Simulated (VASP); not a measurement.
Runs of VASP 6.6.1 on Rb3Mg. The structure is that of space group I4/mmm (No. 139), or close to it. The cells are those of the table. 

| cell | gap on the mesh (eV) | pressure (GPa) |
| --- | --- | --- |
| a = 7.478 Å, angles 130.4, 130.4, 72.8°, 4 atoms | none | 0.4 |
| a = 7.889 Å, angles 130.4, 130.4, 72.8°, 4 atoms | none | -0.2 |
| a = 7.689 Å, angles 130.4, 130.4, 72.8°, 4 atoms | none | (a) |
| a = 7.620 Å, angles 130.4, 130.4, 72.8°, 4 atoms | none | 0.2 |
| a = 7.550 Å, angles 130.4, 130.4, 72.8°, 4 atoms | none | (b) |
| a = 7.823 Å, angles 130.4, 130.4, 72.8°, 4 atoms | none | -0.2 |
| a = 7.756 Å, angles 130.4, 130.4, 72.8°, 4 atoms | none | -0.1 |

Alike in all rows: task single point; level PBE; potentials or basis VASP PAW PBE potentials, release 64 (Rb_sv, Mg); no spin polarisation; k mesh 5 × 5 × 5; cutoff (eV) 520; smearing fermi-dirac 0.1 eV.

Question: Estimate the missing entries.

Answer: (a) 0.0; (b) 0.3.

A k mesh can miss the band edges, and the runs leave out spin-orbit coupling on Rb.

A gap of «none» marks levels without a gap at the run's occupations.
